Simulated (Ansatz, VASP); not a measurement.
## CuAu3: VASP beside Ansatz

INCAR

```
SYSTEM = CuAu3
ALGO = Fast ; EDIFF = 1E-7
ENCUT = 520 ; GGA = PS
ISIF = 2 ; ISMEAR = 0
LASPH = .True. ; LCHARG = .False.
LREAL = .False. ; LWAVE = .False.
NBANDS = 30 ; NELM = 100
PREC = Accurate ; SIGMA = 0.1
```

The input KPOINTS:

```
k-points
0
Gamma
  14 14 14
  0 0 0
```

POSCAR

```
CuAu3
1.0
    4.1332218187      0.0000000000      0.0000000000
    0.0000000000      4.1332218187      0.0000000000
    0.0000000000      0.0000000000      4.1332218187
Cu Au
1 3
Direct
    0.0000000000      0.0000000000      0.0000000000
    0.0000000000      0.5000000000      0.5000000000
    0.5000000000      0.0000000000      0.5000000000
    0.5000000000      0.5000000000      0.0000000000
```

Input for Ansatz:

```yaml
crystal:
  lattice:
    - [4.1332218187, 0.0, 0.0]
    - [0.0, 4.1332218187, 0.0]
    - [0.0, 0.0, 4.1332218187]
  atoms:
    - { symbol: Cu, position: [0.0, 0.0, 0.0] }
    - { symbol: Au, position: [0.0, 0.5, 0.5] }
    - { symbol: Au, position: [0.5, 0.0, 0.5] }
    - { symbol: Au, position: [0.5, 0.5, 0.0] }
basis:
  ecutwfc: 420
kpoints:
  mp_grid: { grid: [14, 14, 14] }
hamiltonian:
  xc: pbesol
scf:
  occupations: { method: gaussian, width: 0.1 }
output:
  forces: true
  stress: true
  eigenvalues: true
```

Change from the starting cell: equal strain along all axes, cell held, atoms relaxed: +4.0 %.

Alike in both runs: task single point; functional PBEsol; k mesh 14 × 14 × 14; occupations gaussian, width 0.1 eV; no spin polarisation.

|  | VASP | Ansatz |
| --- | --- | --- |
| version | VASP 6.6.1 | Ansatz 0.2.0 |
| potentials or method | VASP PAW PBE potentials, release 64 (Cu, Au), cutoff 520 eV | scalar-relativistic, plane waves, PAW |
| valence electrons in the cell | 44 | 76 |

```csv
,VASP,Ansatz,Ansatz less VASP
gap on the k mesh at the Fermi level (eV),none,none,-
pressure (GPa),-14.6,-14.6,+0.07
```

VASP's potentials were made for PBE, not for PBEsol. A gap of «none» marks a metal or a gap that the smearing closes. With one functional, cell and mesh, what is left measures potentials, basis and numerics. VASP's potentials hold 44 valence electrons a cell and Ansatz's 76, so a difference there can come from the potentials and not from the codes.

Spin-orbit coupling is off throughout.
